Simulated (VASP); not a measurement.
# MoS2 (P6_3/mmc) in VASP: notebook, part 2 of 2

VASP 6.6.1.

## Step 3: Single point, PBE

The input, INCAR:

```
ALGO = Normal ; EDIFF = 1E-6
ENCUT = 520 ; GGA = PE
ISIF = 2 ; ISMEAR = -1
LASPH = T ; LCHARG = T
LELF = T ; LREAL = F
LVHAR = T ; LWAVE = F
NBANDS = 35 ; NELM = 60
PREC = Accurate ; SIGMA = 0.05
```

The input, KPOINTS:

```
k-points
0
Gamma
  10 10 3
```

The input, POSCAR:

```
MoS2
1.0
    3.1261704254      0.0000000000      0.0000000000
   -1.5630852127      2.7073430050      0.0000000000
    0.0000000000      0.0000000000     12.1574390416
Mo S
2 4
Direct
    0.6666666667      0.3333333333      0.7500000000
    0.3333333333      0.6666666667      0.2500000000
    0.6666666667      0.3333333333      0.3770000000
    0.3333333333      0.6666666667      0.8770000000
    0.6666666667      0.3333333333      0.1230000000
    0.3333333333      0.6666666667      0.6230000000
```

Potentials or basis: VASP PAW PBE potentials, release 64 (Mo_sv, S).

The run is started by

```bash
> cat potpaw_PBE.64/Mo_sv/POTCAR potpaw_PBE.64/S/POTCAR > POTCAR
> mpirun -np 1 vasp_std > vasp.out
```

OUTCAR:

```text
EDIFF = 1E-6
   ENCUT = 520
   GGA = PE
   ISIF = 2
   ISMEAR = -1
   LASPH = T
   LREAL = F
   NELM = 60
   PREC = Accurate

 ion  position               nearest neighbor table
   1  0.667  0.333  0.750-   4 2.38   6 2.38   4 2.38   6 2.38   4 2.38   6 2.38
   2  0.333  0.667  0.250-   3 2.38   5 2.38   3 2.38   5 2.38   3 2.38   5 2.38
   3  0.667  0.333  0.377-   2 2.38   2 2.38   2 2.38
   4  0.333  0.667  0.877-   1 2.38   1 2.38   1 2.38
   5  0.667  0.333  0.123-   2 2.38   2 2.38   2 2.38
   6  0.333  0.667  0.623-   1 2.38   1 2.38   1 2.38

  LATTYP: Found a hexagonal cell.
 ALAT       =     3.1261704254
 C/A-ratio  =     3.8889239508

  Lattice vectors:

 A1 = (   3.1261704254,   0.0000000000,   0.0000000000)
 A2 = (  -1.5630852127,   2.7073430050,   0.0000000000)
 A3 = (   0.0000000000,   0.0000000000,  12.1574390416)

Analysis of symmetry for initial positions (statically):
=====================================================================
 Subroutine PRICEL returns:
 Original cell was already a primitive cell.

 Routine SETGRP: Setting up the symmetry group for a
 hexagonal supercell.

 Subroutine GETGRP returns: Found 24 space group operations
 (whereof 12 operations were pure point group operations)
 out of a pool of 24 trial point group operations.

The static configuration has the point symmetry D_3d.
 The point group associated with its full space group is D_6h.

Analysis of symmetry for dynamics (positions and initial velocities):
=====================================================================
 Subroutine PRICEL returns:
 Original cell was already a primitive cell.

 Routine SETGRP: Setting up the symmetry group for a
 hexagonal supercell.

 Subroutine GETGRP returns: Found 24 space group operations
 (whereof 12 operations were pure point group operations)
 out of a pool of 24 trial point group operations.

The dynamic configuration has the point symmetry D_3d.
 The point group associated with its full space group is D_6h.

 Subroutine INISYM returns: Found 24 space group operations
 (whereof 12 operations are pure point group operations),
 and found     1 'primitive' translations

----------------------------------------------------------------------------------------

                                     Primitive cell

  volume of cell :     102.8959

  direct lattice vectors                    reciprocal lattice vectors
     3.126170425  0.000000000  0.000000000     0.319880193  0.184682916  0.000000000
    -1.563085213  2.707343005  0.000000000     0.000000000  0.369365831  0.000000000
     0.000000000  0.000000000 12.157439042     0.000000000  0.000000000  0.082254165

  length of vectors
     3.126170425  3.126170425 12.157439042     0.369365831  0.369365831  0.082254165

  position of ions in fractional coordinates (direct lattice)
     0.666666667  0.333333333  0.750000000
     0.333333333  0.666666667  0.250000000
     0.666666667  0.333333333  0.377000000
     0.333333333  0.666666667  0.877000000
     0.666666667  0.333333333  0.123000000
[... 34 lines left out ...]

 Found     28 irreducible k-points:

 Following reciprocal coordinates:
            Coordinates               Weight
  0.000000  0.000000  0.000000      1.000000
  0.100000  0.000000  0.000000      6.000000
  0.200000  0.000000  0.000000      6.000000
  0.300000  0.000000  0.000000      6.000000
  0.400000  0.000000  0.000000      6.000000
  0.500000  0.000000  0.000000      3.000000
[... 16 lines left out ...]
  0.300000  0.100000  0.333333     24.000000
  0.400000  0.100000  0.333333     24.000000
 [... further k-points ...]
   k-points           NKPTS =     28   k-points in BZ     NKDIM =     28   number of bands    NBANDS=     35
   number of dos      NEDOS =    301   number of ions     NIONS =      6
   total plane-waves  NPLWV =  51840
   dimension x,y,z NGX =    24 NGY =   24 NGZ =   90
   dimension x,y,z NGXF=    48 NGYF=   48 NGZF=  180
   ions per type =               2   4
   NGX,Y,Z   is equivalent  to a cutoff of  12.76, 12.76, 12.31 a.u.
   NGXF,Y,Z  is equivalent  to a cutoff of  25.53, 25.53, 24.61 a.u.
 SYSTEM =  unknown system
   PREC   = accura    normal or accurate (medium, high low for compatibility)
   ISTART =      0    job   : 0-new  1-cont  2-samecut
   ICHARG =      2    charge: 1-file 2-atom 10-const
   ISPIN  =      1    spin polarized calculation?
   LNONCOLLINEAR =      F non collinear calculations
   LSORBIT =      F    spin-orbit coupling
   LASPH  =      T    aspherical Exc in radial PAW
   ENCUT  =  520.0 eV  38.22 Ry    6.18 a.u.   5.81  5.81 22.60*2*pi/ulx,y,z
   NELM   =     60;   NELMIN=  2; NELMDL= -5     # of ELM steps
   EDIFF  = 0.1E-05   stopping-criterion for ELM
   LREAL  =      F    real-space projection
   EDIFFG = 0.1E-04   stopping-criterion for IOM
   NSW    =      0    number of steps for IOM
   IBRION =     -1    ionic relax: 0-MD 1-quasi-New 2-CG
   NFREE  =      0    steps in history (QN), initial steepest desc. (CG)
   ISIF   =      2    stress and relaxation
   ISYM   =      2    0-nonsym 1-usesym 2-fastsym
   POTIM  = 0.5000    time-step for ionic-motion
   TEBEG  =    0.0;   TEEND  =   0.0 temperature during run
   PSTRESS=    0.0 pullay stress
   NELECT =      52.0000    total number of electrons
   NUPDOWN=      -1.0000    fix difference up-down
   EMIN   =  10.00;   EMAX   =-10.00  energy-range for DOS
   EFERMI =   0.00;   METHOD = LEGACY
   ISMEAR =    -1;   SIGMA  =   0.05  broadening in eV -4-tet -1-fermi 0-gaus
   EFERMI_NEDOS =   21; number of points for ismear=-14 and -15
   IALGO  =     38    algorithm
   IMIX   =      4    mixing-type and parameters
     AMIX     =   0.40;   BMIX     =  1.00
     AMIX_MAG =   1.60;   BMIX_MAG =  1.00
  volume/ion in A,a.u.               =      17.15       115.73
  Fermi-wavevector in a.u.,A,eV,Ry     =   1.303997  2.464197 23.135459  1.700408
  Thomas-Fermi vector in A             =   2.434962
   LORBIT       =      0    0 simple, 1 ext, 2 COOP (PROOUT), +10 PAW based schemes
   GGA     = PE    functional components
   LHFCALC =     F    Hartree Fock is set to
   AEXX    =    0.0000 exact exchange contribution
   IVDW    =     0    specifies the selected vdW correction
   LEPSILON=     F    determine dielectric tensor
   LRPA    =     F    only Hartree local field effects (RPA)
 non-spin polarized calculation
  energy-cutoff  :      520.00
  volume of cell :      102.90
 maximum number of plane-waves:      2794
 NGX is ok and might be reduce to    24
   NGX = 11   NGY = 11   NGZ = 45

 number of electron      51.9999997 magnetization

 Free energy of the ion-electron system (eV)
  ---------------------------------------------------
  ext. energy  EPLUGINS =         0.00000000
  ---------------------------------------------------
  free energy    TOTEN  =       -43.47549224 eV

  energy without entropy =      -43.47548960  energy(sigma->0) =      -43.47549092

 E-fermi :   8.4658     XC(G=0): -11.0205

 val. band max:        8.0629274291   @ k =   0.0000   0.0000   0.0000
 cond. band min:       8.9672545946   @ k =   0.2000   0.2000   0.0000
 fundamental gap:      0.9043271655
 Fermi energy:         8.4658455562

 k-point     1 :       0.0000    0.0000    0.0000
  band No.  band energies     occupation
      1     -53.4520      2.00000
      2     -53.4520      2.00000
      3     -27.6428      2.00000
      4     -27.6427      2.00000
      5     -27.3754      2.00000
      6     -27.3754      2.00000
[... 901 lines left out ...]
     34      11.9522      0.00000
     35      14.0030      0.00000

 [... further k-points ...]

------------------------ aborting loop because EDIFF is reached ----------------------------------------

  FORCE on cell =-STRESS in cart. coord.  units (eV):
  Direction    XX          YY          ZZ          XY          YZ          ZX
  --------------------------------------------------------------------------------------
  -------------------------------------------------------------------------------------
  Total        5.2918397      5.2918397      5.9882328      0.0000000      0.0000000      0.0000000
  in kB       82.3984855     82.3984855     93.2419234      0.0000000      0.0000000      0.0000000
  external PRESSURE =      86.0129648 kB  Pullay stress =       0.0000000 kB

 VOLUME and BASIS-vectors are now :
 -----------------------------------------------------------------------------
  energy-cutoff  :      520.00
  volume of cell :      102.90
      direct lattice vectors                 reciprocal lattice vectors
     3.126170425  0.000000000  0.000000000     0.319880193  0.184682916  0.000000000
    -1.563085213  2.707343005  0.000000000     0.000000000  0.369365831  0.000000000
     0.000000000  0.000000000 12.157439042     0.000000000  0.000000000  0.082254165

 POSITION                                       TOTAL-FORCE (eV/Angst)
 -----------------------------------------------------------------------------------
      1.56309      0.90245      9.11808         0.000000      0.000000     -0.000000
     -0.00000      1.80490      3.03936        -0.000000      0.000000     -0.000000
      1.56309      0.90245      4.58335        -0.000000     -0.000000      0.604493
     -0.00000      1.80490     10.66207         0.000000      0.000000      0.604493
      1.56309      0.90245      1.49537        -0.000000      0.000000     -0.604493
     -0.00000      1.80490      7.57408         0.000000      0.000000     -0.604493
 -----------------------------------------------------------------------------------
    total drift:                               -0.000000      0.000000     -0.000000

  FREE ENERGIE OF THE ION-ELECTRON SYSTEM (eV)
  ---------------------------------------------------
  free  energy   TOTEN  =       -43.4754922382 eV

  energy  without entropy=      -43.4754895978  energy(sigma->0) =      -43.47549092
```

stdout:

```text
POSCAR found type information on POSCAR MoS
 POSCAR found :  2 types and       6 ions
 scaLAPACK will be used
 LDA part: xc-table for (Slater+PW92), standard interpolation
 POSCAR, INCAR and KPOINTS ok, starting setup
 FFT: planning ... GRIDC
 FFT: planning ... GRID_SOFT
 FFT: planning ... GRID
 WAVECAR not read
 entering main loop
```

It took 43 s on 1 thread of AMD EPYC 9R45 (Zen 5), shared host; peak memory 0.22 GiB.

What came out:

| Property | Result |
| --- | --- |
| Free energy | -43.4755 eV |
| Pressure | 8.6 GPa |
| Largest force | 0.604 eV/Å |
| Band gap on the k mesh | 0.90 eV, indirect (least direct gap 1.98 eV) |

Forces in eV/Å, atoms in the order of the input:
```
Mo   0.000  0.000  0.000
Mo   0.000  0.000  0.000
S    0.000  0.000  0.604
S    0.000  0.000  0.604
S    0.000  0.000 -0.604
S    0.000  0.000 -0.604
```

Stress tensor (GPa, compression positive):
```
8.24 0.00 0.00
0.00 8.24 0.00
0.00 0.00 9.32
```

Caveat: this functional lacks dispersion, which binds the layers, so the pressure and a relaxed spacing across them are unreliable. A k mesh can miss the band edges.
